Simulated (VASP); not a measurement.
# SrO (I4/mmm) in VASP: notebook

The runs below take SrO through single point, with PBE.

All numbers are computed with VASP 6.6.1; they aren't measurements. Logs are shortened: lines on timing, memory, paths and dates and some standing lists are left out, and cuts for length are marked.

## 1. The cell of the first run

Symmetry: I4/mmm, No. 139, tetragonal system. Conventional cell: a = 3.689 Å, b = 3.689 Å, c = 4.985 Å, α = 90.00°, β = 90.00°, γ = 90.00°. Within 3.3 Å of Sr (site symmetry 4/mmm) lie 6 O at 2.49 to 2.61 Å. O (site symmetry 4/mmm) has 6 Sr at 2.49 to 2.61 Å within 3.3 Å.

## 2. Single point, PBE (strain +0.015 along x and y, -0.030 along z)

INCAR reads:

```
PREC = Accurate
ENCUT = 520
EDIFF = 1E-6
ISMEAR = 0
SIGMA = 0.05
LREAL = F
LASPH = T
NELM = 60
ALGO = Normal
ISIF = 2
LWAVE = F
LCHARG = F
GGA = PE
NBANDS = 15
```

KPOINTS reads:

```
Automatic mesh
0
Gamma
  8 8 8
```

POSCAR reads:

```
SrO
1.0
    0.0000000000      2.6083470000      2.4927060000
    2.6083470000      0.0000000000      2.4927060000
    2.6083470000      2.6083470000      0.0000000000
Sr O
1 1
Direct
    0.0000000000      0.0000000000      0.0000000000
    0.5000000000      0.5000000000      0.5000000000
```

Potentials or basis: VASP PAW PBE potentials, release 64 (Sr_sv, O).

The run is started by

```
cat potpaw_PBE.64/Sr_sv/POTCAR potpaw_PBE.64/O/POTCAR > POTCAR
mpirun -np 1 vasp_std > vasp.out
```

OUTCAR:

```text
PREC = Accurate
   ENCUT = 520
   EDIFF = 1E-6
   ISMEAR = 0
   LREAL = F
   LASPH = T
   NELM = 60
   ISIF = 2
   GGA = PE

 ion  position               nearest neighbor table
   1  0.000  0.000  0.000-   2 2.49   2 2.49   2 2.61   2 2.61   2 2.61   2 2.61
   2  0.500  0.500  0.500-   1 2.49   1 2.49   1 2.61   1 2.61   1 2.61   1 2.61

  LATTYP: Found a body centered tetragonal cell.
 ALAT       =     3.6887597028
 C/A-ratio  =     1.3515144389

  Lattice vectors:

 A1 = (   0.0000000000,  -2.6083470000,  -2.4927060000)
 A2 = (   0.0000000000,   2.6083470000,  -2.4927060000)
 A3 = (   2.6083470000,   0.0000000000,   2.4927060000)

Analysis of symmetry for initial positions (statically):
=====================================================================
 Subroutine PRICEL returns:
 Original cell was already a primitive cell.

 Routine SETGRP: Setting up the symmetry group for a
 body centered tetragonal supercell.

 Subroutine GETGRP returns: Found 16 space group operations
 (whereof 16 operations were pure point group operations)
 out of a pool of 16 trial point group operations.

The static configuration has the point symmetry D_4h.

Analysis of symmetry for dynamics (positions and initial velocities):
=====================================================================
 Subroutine PRICEL returns:
 Original cell was already a primitive cell.

 Routine SETGRP: Setting up the symmetry group for a
 body centered tetragonal supercell.

 Subroutine GETGRP returns: Found 16 space group operations
 (whereof 16 operations were pure point group operations)
 out of a pool of 16 trial point group operations.

The dynamic configuration has the point symmetry D_4h.

 Subroutine INISYM returns: Found 16 space group operations
 (whereof 16 operations are pure point group operations),
 and found     1 'primitive' translations

----------------------------------------------------------------------------------------

                                     Primitive cell

  volume of cell :      33.9181

  direct lattice vectors                    reciprocal lattice vectors
     0.000000000  2.608347000  2.492706000    -0.191692286  0.191692286  0.200585227
     2.608347000  0.000000000  2.492706000     0.191692286 -0.191692286  0.200585227
     2.608347000  2.608347000  0.000000000     0.191692286  0.191692286 -0.200585227

  length of vectors
     3.607915918  3.607915918  3.688759703     0.337233300  0.337233300  0.337233300

  position of ions in fractional coordinates (direct lattice)
     0.000000000  0.000000000  0.000000000
     0.500000000  0.500000000  0.500000000
[... 89 lines left out ...]
   NUPDOWN=      -1.0000    fix difference up-down
   EMIN   =  10.00;   EMAX   =-10.00  energy-range for DOS
   EFERMI =   0.00;   METHOD = LEGACY
   ISMEAR =     0;   SIGMA  =   0.05  broadening in eV -4-tet -1-fermi 0-gaus
   EFERMI_NEDOS =   21; number of points for ismear=-14 and -15
   IALGO  =     38    algorithm
   IMIX   =      4    mixing-type and parameters
     AMIX     =   0.40;   BMIX     =  1.00
     AMIX_MAG =   1.60;   BMIX_MAG =  1.00
  volume/ion in A,a.u.               =      16.96       114.45
  Fermi-wavevector in a.u.,A,eV,Ry     =   1.274395  2.408258 22.097003  1.624084
  Thomas-Fermi vector in A             =   2.407166
   LORBIT       =      0    0 simple, 1 ext, 2 COOP (PROOUT), +10 PAW based schemes
   GGA     = PE    functional components
   LHFCALC =     F    Hartree Fock is set to
   AEXX    =    0.0000 exact exchange contribution
   IVDW    =     0    specifies the selected vdW correction
   LEPSILON=     F    determine dielectric tensor
   LRPA    =     F    only Hartree local field effects (RPA)
 non-spin polarized calculation
 Gauss-broadening in eV      SIGMA  =   0.05
  energy-cutoff  :      520.00
  volume of cell :       33.92
 maximum number of plane-waves:       925
   NGX = 13   NGY = 13   NGZ = 13

 number of electron      15.9999997 magnetization

 Free energy of the ion-electron system (eV)
  ---------------------------------------------------
  ext. energy  EPLUGINS =         0.00000000
  ---------------------------------------------------
  free energy    TOTEN  =       -12.01765605 eV

  energy without entropy =      -12.01765605  energy(sigma->0) =      -12.01765605

 E-fermi :   2.1118     XC(G=0): -10.0326

 val. band max:        1.7965838254   @ k =   0.0000   0.0000   0.0000
 cond. band min:       4.8282748731   @ k =   0.5000   0.5000   0.0000
 fundamental gap:      3.0316910477
 Fermi energy:         2.1118224706

 k-point     1 :       0.0000    0.0000    0.0000
  band No.  band energies     occupation
      1     -30.6990      2.00000
      2     -13.4241      2.00000
      3     -12.3454      2.00000
      4     -12.3454      2.00000
      5     -12.3221      2.00000
      6       1.6175      2.00000
      7       1.6175      2.00000
      8       1.7966      2.00000
      9       5.6220      0.00000
     10       7.7907      0.00000
     11       7.7907      0.00000
     12       8.1268      0.00000
     13       9.7588      0.00000
     14      10.4470      0.00000
[... 401 lines left out ...]
      2     -14.5820      2.00000
      3     -12.4924      2.00000
      4     -12.4468      2.00000
      5     -11.4719      2.00000
      6       0.0402      2.00000
      7       0.8213      2.00000
      8       1.0242      2.00000
      9       7.3383      0.00000
     10       8.7382      0.00000
     11      10.0963      0.00000
     12      10.3535      0.00000
     13      12.1937      0.00000
     14      12.5513      0.00000
     15      17.2758      0.00000

 [... further k-points ...]

------------------------ aborting loop because EDIFF is reached ----------------------------------------

  FORCE on cell =-STRESS in cart. coord.  units (eV):
  Direction    XX          YY          ZZ          XY          YZ          ZX
  --------------------------------------------------------------------------------------
  -------------------------------------------------------------------------------------
  Total        0.3534693      0.3534693      1.8620992      0.0000000     -0.0000000     -0.0000000
  in kB       16.6966948     16.6966948     87.9592704      0.0000000     -0.0000000     -0.0000000
  external PRESSURE =      40.4508867 kB  Pullay stress =       0.0000000 kB

 VOLUME and BASIS-vectors are now :
 -----------------------------------------------------------------------------
  energy-cutoff  :      520.00
  volume of cell :       33.92
      direct lattice vectors                 reciprocal lattice vectors
     0.000000000  2.608347000  2.492706000    -0.191692286  0.191692286  0.200585227
     2.608347000  0.000000000  2.492706000     0.191692286 -0.191692286  0.200585227
     2.608347000  2.608347000  0.000000000     0.191692286  0.191692286 -0.200585227

 POSITION                                       TOTAL-FORCE (eV/Angst)
 -----------------------------------------------------------------------------------
      0.00000      0.00000      0.00000         0.000000     -0.000000      0.000000
      2.60835      2.60835      2.49271        -0.000000      0.000000      0.000000
 -----------------------------------------------------------------------------------
    total drift:                                0.000000      0.000000      0.000000

  FREE ENERGIE OF THE ION-ELECTRON SYSTEM (eV)
  ---------------------------------------------------
  free  energy   TOTEN  =       -12.0176560529 eV

  energy  without entropy=      -12.0176560529  energy(sigma->0) =      -12.01765605
```

OSZICAR:

```text
N       E                     dE             d eps       ncg     rms          rms(c)
DAV:   1     0.682580621875E+02    0.68258E+02   -0.85232E+03  1770   0.104E+03
DAV:   2    -0.110127399211E+02   -0.79271E+02   -0.72908E+02  2421   0.220E+02
DAV:   3    -0.141675022666E+02   -0.31548E+01   -0.31387E+01  2299   0.397E+01
DAV:   4    -0.142358427617E+02   -0.68340E-01   -0.68335E-01  2230   0.572E+00
DAV:   5    -0.142376489327E+02   -0.18062E-02   -0.18062E-02  2248   0.736E-01    0.168E+01
DAV:   6    -0.121650828515E+02    0.20726E+01   -0.66777E+00  1847   0.196E+01    0.197E+01
DAV:   7    -0.120268548387E+02    0.13823E+00   -0.29438E-01  2085   0.485E+00    0.114E+01
DAV:   8    -0.120154993267E+02    0.11356E-01   -0.11845E-01  2232   0.342E+00    0.488E-01
DAV:   9    -0.120170213234E+02   -0.15220E-02   -0.57149E-03  2305   0.482E-01    0.235E-01
DAV:  10    -0.120174958978E+02   -0.47457E-03   -0.44559E-04  1896   0.195E-01    0.830E-02
DAV:  11    -0.120176370723E+02   -0.14117E-03   -0.13477E-04  1952   0.856E-02    0.271E-02
DAV:  12    -0.120176561028E+02   -0.19031E-04   -0.27782E-05  1854   0.383E-02    0.193E-02
DAV:  13    -0.120176560529E+02    0.49939E-07   -0.10533E-06  1633   0.954E-03
   1 F= -.12017656E+02 E0= -.12017656E+02  d E =-.300504E-21
```

stdout:

```text
POSCAR found type information on POSCAR SrO
 POSCAR found :  2 types and       2 ions
 scaLAPACK will be used
 LDA part: xc-table for (Slater+PW92), standard interpolation
 POSCAR, INCAR and KPOINTS ok, starting setup
 FFT: planning ... GRIDC
 FFT: planning ... GRID_SOFT
 FFT: planning ... GRID
 WAVECAR not read
 entering main loop
```

Wall time 16 s (1 thread of Intel Xeon 6975P-C, shared host); peak memory 0.17 GiB.

What came out:

```
Free energy            : -12.0177 eV
Pressure               : 4.0 GPa
Band gap on the k mesh : 3.03 eV, indirect (least direct gap 3.27 eV)
```

Levels at points of the mesh, in eV from the valence-band top:
```
           k point  band 5  band 6  band 7  band 8  band 9  band 10  band 11  band 12
(0.00, 0.00, 0.00)  -14.12   -0.18   -0.18    0.00    3.83     5.99     5.99     6.33
(0.50, 0.00, 0.00)  -12.90   -2.30   -1.28   -1.27    6.43     8.33     8.71     8.79
(0.50, 0.50, 0.00)  -14.56   -0.35   -0.27   -0.27    3.03     7.74    10.05    10.39
(0.50, 0.00, 0.50)  -14.44   -0.64   -0.28   -0.06    3.21     7.65    10.12    10.20
```

Caveat: the cell differs from its parent crystal (strain +0.015 along x and y, -0.030 along z). A k mesh can miss the band edges.

## 3. Single point, PBE (strain +0.030 along x and y, -0.030 along z)

INCAR reads:

```
SYSTEM = SrO
  PREC = Accurate
  ENCUT = 520
  EDIFF = 1E-7
  ISMEAR = 0
  SIGMA = 0.05
  LREAL = .FALSE.
  LASPH = .TRUE.
  NELM = 80
  ALGO = Normal
  ISIF = 2
  LWAVE = .FALSE.
  LCHARG = .TRUE.
  GGA = PE
  LELF = .TRUE.
  LVHAR = .TRUE.
  NBANDS = 15
```

KPOINTS reads:

```
regular mesh
0
G
  8 8 8
  0 0 0
```

POSCAR reads:

```
SrO
1.0
    0.0000000000      2.6468940000      2.4927060000
    2.6468940000      0.0000000000      2.4927060000
    2.6468940000      2.6468940000      0.0000000000
Sr O
1 1
Direct
    0.0000000000      0.0000000000      0.0000000000
    0.5000000000      0.5000000000      0.5000000000
```

Potentials or basis: VASP PAW PBE potentials, release 64 (Sr_sv, O).

The run is started by

```
cat potpaw_PBE.64/Sr_sv/POTCAR potpaw_PBE.64/O/POTCAR > POTCAR
mpirun -np 1 vasp_std > vasp.out
```

OUTCAR:

```text
SYSTEM = SrO
   PREC = Accurate
   ENCUT = 520
   EDIFF = 1E-7
   ISMEAR = 0
   LREAL = .FALSE.
   LASPH = .TRUE.
   NELM = 80
   ISIF = 2
   GGA = PE

 ion  position               nearest neighbor table
   1  0.000  0.000  0.000-   2 2.49   2 2.49   2 2.65   2 2.65   2 2.65   2 2.65
   2  0.500  0.500  0.500-   1 2.49   1 2.49   1 2.65   1 2.65   1 2.65   1 2.65

  LATTYP: Found a body centered tetragonal cell.
 ALAT       =     3.7432733930
 C/A-ratio  =     1.3318321898

  Lattice vectors:

 A1 = (   0.0000000000,  -2.6468940000,  -2.4927060000)
 A2 = (   0.0000000000,   2.6468940000,  -2.4927060000)
 A3 = (   2.6468940000,   0.0000000000,   2.4927060000)

Analysis of symmetry for initial positions (statically):
=====================================================================
 Subroutine PRICEL returns:
 Original cell was already a primitive cell.

 Routine SETGRP: Setting up the symmetry group for a
 body centered tetragonal supercell.

 Subroutine GETGRP returns: Found 16 space group operations
 (whereof 16 operations were pure point group operations)
 out of a pool of 16 trial point group operations.

The static configuration has the point symmetry D_4h.

Analysis of symmetry for dynamics (positions and initial velocities):
=====================================================================
 Subroutine PRICEL returns:
 Original cell was already a primitive cell.

 Routine SETGRP: Setting up the symmetry group for a
 body centered tetragonal supercell.

 Subroutine GETGRP returns: Found 16 space group operations
 (whereof 16 operations were pure point group operations)
 out of a pool of 16 trial point group operations.

The dynamic configuration has the point symmetry D_4h.

 Subroutine INISYM returns: Found 16 space group operations
 (whereof 16 operations are pure point group operations),
 and found     1 'primitive' translations

----------------------------------------------------------------------------------------

                                     Primitive cell

[... 121 lines left out ...]
 non-spin polarized calculation
 Gauss-broadening in eV      SIGMA  =   0.05
  energy-cutoff  :      520.00
  volume of cell :       34.93
 maximum number of plane-waves:       952
   NGX = 13   NGY = 13   NGZ = 13

 number of electron      16.0000002 magnetization

 Free energy of the ion-electron system (eV)
  ---------------------------------------------------
  ext. energy  EPLUGINS =         0.00000000
  ---------------------------------------------------
  free energy    TOTEN  =       -12.01944509 eV

  energy without entropy =      -12.01944509  energy(sigma->0) =      -12.01944509

 E-fermi :   1.9970     XC(G=0):  -9.8918

 val. band max:        1.6901713201   @ k =   0.0000   0.0000   0.0000
 cond. band min:       4.6759263578   @ k =   0.5000   0.5000   0.0000
 fundamental gap:      2.9857550377
 Fermi energy:         1.9970276890

 k-point     1 :       0.0000    0.0000    0.0000
  band No.  band energies     occupation
      1     -30.9324      2.00000
      2     -13.5266      2.00000
      3     -12.6138      2.00000
      4     -12.6138      2.00000
      5     -12.5793      2.00000
      6       1.4694      2.00000
      7       1.4694      2.00000
      8       1.6902      2.00000
      9       5.2523      0.00000
     10       7.5682      0.00000
     11       7.5682      0.00000
     12       7.9963      0.00000
     13       9.4068      0.00000
     14      10.3162      0.00000
[... 401 lines left out ...]
      2     -14.6562      2.00000
      3     -12.7537      2.00000
      4     -12.6970      2.00000
      5     -11.7267      2.00000
      6      -0.0541      2.00000
      7       0.7185      2.00000
      8       0.9225      2.00000
      9       7.1559      0.00000
     10       8.3637      0.00000
     11       9.7678      0.00000
     12      10.0749      0.00000
     13      11.7885      0.00000
     14      12.2395      0.00000
     15      16.7135      0.00000

 [... further k-points ...]

------------------------ aborting loop because EDIFF is reached ----------------------------------------

  FORCE on cell =-STRESS in cart. coord.  units (eV):
  Direction    XX          YY          ZZ          XY          YZ          ZX
  --------------------------------------------------------------------------------------
  -------------------------------------------------------------------------------------
  Total       -0.2627844     -0.2627844      1.5451348      0.0000000      0.0000000     -0.0000000
  in kB      -12.0541357    -12.0541357     70.8765859      0.0000000      0.0000000     -0.0000000
  external PRESSURE =      15.5894381 kB  Pullay stress =       0.0000000 kB

 VOLUME and BASIS-vectors are now :
 -----------------------------------------------------------------------------
  energy-cutoff  :      520.00
  volume of cell :       34.93
      direct lattice vectors                 reciprocal lattice vectors
     0.000000000  2.646894000  2.492706000    -0.188900651  0.188900651  0.200585227
     2.646894000  0.000000000  2.492706000     0.188900651 -0.188900651  0.200585227
     2.646894000  2.646894000  0.000000000     0.188900651  0.188900651 -0.200585227

 POSITION                                       TOTAL-FORCE (eV/Angst)
 -----------------------------------------------------------------------------------
      0.00000      0.00000      0.00000        -0.000000     -0.000000      0.000000
      2.64689      2.64689      2.49271         0.000000      0.000000      0.000000
 -----------------------------------------------------------------------------------
    total drift:                                0.000000      0.000000      0.000000

  FREE ENERGIE OF THE ION-ELECTRON SYSTEM (eV)
  ---------------------------------------------------
  free  energy   TOTEN  =       -12.0194450875 eV

  energy  without entropy=      -12.0194450875  energy(sigma->0) =      -12.01944509
```

stdout:

```text
POSCAR found type information on POSCAR SrO
 POSCAR found :  2 types and       2 ions
 scaLAPACK will be used
 LDA part: xc-table for (Slater+PW92), standard interpolation
 POSCAR, INCAR and KPOINTS ok, starting setup
 FFT: planning ... GRIDC
 FFT: planning ... GRID_SOFT
 FFT: planning ... GRID
 WAVECAR not read
 entering main loop
```

Run time: 22 s. Hardware: 1 thread of Intel Xeon 6975P-C, shared host; peak memory 0.18 GiB.

What came out:

```
Free energy            : -12.0194 eV
Pressure               : 1.6 GPa
Band gap on the k mesh : 2.99 eV, indirect (least direct gap 3.30 eV)
```

Stress tensor (GPa, compression positive):
```
-1.21  0.00  0.00
 0.00 -1.21  0.00
 0.00  0.00  7.09
```

Caveat: the cell differs from its parent crystal (strain +0.030 along x and y, -0.030 along z). A k mesh can miss the band edges.

## 4. Single point, PBE (strain +0.030 along x and y, -0.015 along z)

INCAR reads:

```
SYSTEM = SrO
  PREC = Accurate
  ENCUT = 520
  EDIFF = 1E-7
  ISMEAR = 0
  SIGMA = 0.05
  LREAL = .False.
  LASPH = .True.
  NELM = 60
  ALGO = Normal
  ISIF = 2
  LWAVE = .False.
  LCHARG = .False.
  GGA = PE
  NBANDS = 15
```

KPOINTS reads:

```
regular mesh
0
Gamma
  8 8 8
  0 0 0
```

POSCAR reads:

```
SrO
1.0
    0.0000000000      2.6468940000      2.5312530000
    2.6468940000      0.0000000000      2.5312530000
    2.6468940000      2.6468940000      0.0000000000
Sr O
1 1
Direct
    0.0000000000      0.0000000000      0.0000000000
    0.5000000000      0.5000000000      0.5000000000
```

The run is started by

```
cat potpaw_PBE.64/Sr_sv/POTCAR potpaw_PBE.64/O/POTCAR > POTCAR
mpirun -np 1 vasp_std > vasp.out
```

Run time: 25 s. Hardware: 1 thread of Intel Xeon 6975P-C, shared host; peak memory 0.18 GiB.

The run converged. Its results:

- Free energy: -12.0375 eV
- Pressure: -0.1 GPa
- Band gap on the k mesh: 3.08 eV, indirect (least direct gap 3.34 eV)

Stress tensor (GPa, compression positive):
```
-1.93  0.00  0.00
 0.00 -1.93  0.00
 0.00  0.00  3.53
```

Levels at points of the mesh, in eV from the valence-band top:
| k point | band 5 | band 6 | band 7 | band 8 | band 9 | band 10 | band 11 | band 12 |
| --- | --- | --- | --- | --- | --- | --- | --- | --- |
| (0.00, 0.00, 0.00) | -14.30 | -0.15 | -0.15 | 0.00 | 3.54 | 5.92 | 5.92 | 6.23 |
| (0.50, 0.00, 0.00) | -13.10 | -2.19 | -1.18 | -1.16 | 6.26 | 8.00 | 8.47 | 8.56 |
| (0.50, 0.50, 0.00) | -14.69 | -0.42 | -0.28 | -0.28 | 3.08 | 7.42 | 9.78 | 10.02 |
| (0.50, 0.00, 0.50) | -14.59 | -0.68 | -0.27 | -0.09 | 3.25 | 7.35 | 9.82 | 9.84 |

Caveat: the cell differs from its parent crystal (strain +0.030 along x and y, -0.015 along z).

## 5. Summary

| cell | gap on the mesh (eV) | pressure (GPa) |
| --- | --- | --- |
| a = 3.608, b = 3.608, c = 3.689 Å, angles 59.3, 59.3, 61.5°, 2 atoms | 3.03 | 4.0 |
| a = 3.636, b = 3.636, c = 3.743 Å, angles 59.0, 59.0, 62.0°, 2 atoms | 2.99 | 1.6 |
| a = 3.662, b = 3.662, c = 3.743 Å, angles 59.3, 59.3, 61.5°, 2 atoms | 3.08 | -0.1 |

Alike in all rows: task single point; level PBE; potentials or basis VASP PAW PBE potentials, release 64 (Sr_sv, O); no spin polarisation; k mesh 8 × 8 × 8; cutoff (eV) 520; smearing gaussian 0.05 eV.

Absolute energies hang on the potentials; compare differences alone.
